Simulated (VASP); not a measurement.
Write the native input for VASP 6.6.1 that does the following.

- Task: single point
- Functional: PBEsol
- Potentials or basis: VASP PAW PBE potentials, release 64 (Ti_sv, Te)
- Cutoff: 520 eV
- k mesh: 15 × 15 × 8
- Occupations: fermi-dirac, width 0.15 eV
- Spin: no spin polarisation
- Dipole correction: no
- Further INCAR settings: ALGO = Normal; EDIFF = 1e-07; NBANDS = 19

The structure of TiTe2 (pbesol.b) lies in POSCAR:

```
TiTe2
1.0
    3.6964541253      0.0000000000      0.0000000000
   -1.8482270626      3.2012231765      0.0000000000
    0.0000000000      0.0000000000      6.4481092371
Ti Te
1 2
Direct
    0.0000000000      0.0000000000      0.0000000000
    0.6666666667      0.3333333333      0.2673742384
    0.3333333333      0.6666666667      0.7326257616
```

One way to write it, as run:

INCAR

```
PREC     = Accurate       # precision mode
ENCUT    = 520            # plane-wave cutoff, eV
EDIFF    = 1E-7           # SCF threshold, eV
ISMEAR   = -1             # smearing method
SIGMA    = 0.15           # smearing width, eV
LREAL    = False          # projectors in reciprocal space
LASPH    = True           # aspherical terms in the spheres
NELM     = 100            # most SCF steps
ALGO     = Normal         # electronic algorithm
ISIF     = 2              # what is computed and relaxed
LWAVE    = False          # write WAVECAR
LCHARG   = True           # write CHGCAR
GGA      = PS             # functional
LELF     = True           # ELF
LVHAR    = True         
NBANDS   = 19             # bands
```

KPOINTS

```
regular mesh
0
Gamma
  15 15 8
```

Potentials or basis: VASP PAW PBE potentials, release 64 (Ti_sv, Te).

Launch:

```bash
$ cat potpaw_PBE.64/Ti_sv/POTCAR potpaw_PBE.64/Te/POTCAR > POTCAR
$ mpirun -np 1 vasp_std > vasp.out
```

It gave:

```yaml
Pressure: 0.1 GPa
Largest_force: 0.020 eV/Å
Band_gap_on_the_k_mesh: zero (band 12 reaches 7.78 eV, above the bottom of band 13 at 6.96 eV)
```

Caveat: the PAW data sets were made with another functional, which shifts forces and pressure a little; spin-orbit coupling is left out, which moves the levels of the heavy elements; this functional lacks dispersion, which binds the layers, so the pressure and a relaxed spacing across them are unreliable.

It took 4.1 min on 1 thread of Intel(R) Xeon(R) Platinum 8259CL CPU @ 2.50GHz (Skylake/Cascade Lake), with other jobs on the host, peak memory 0.39 GiB.
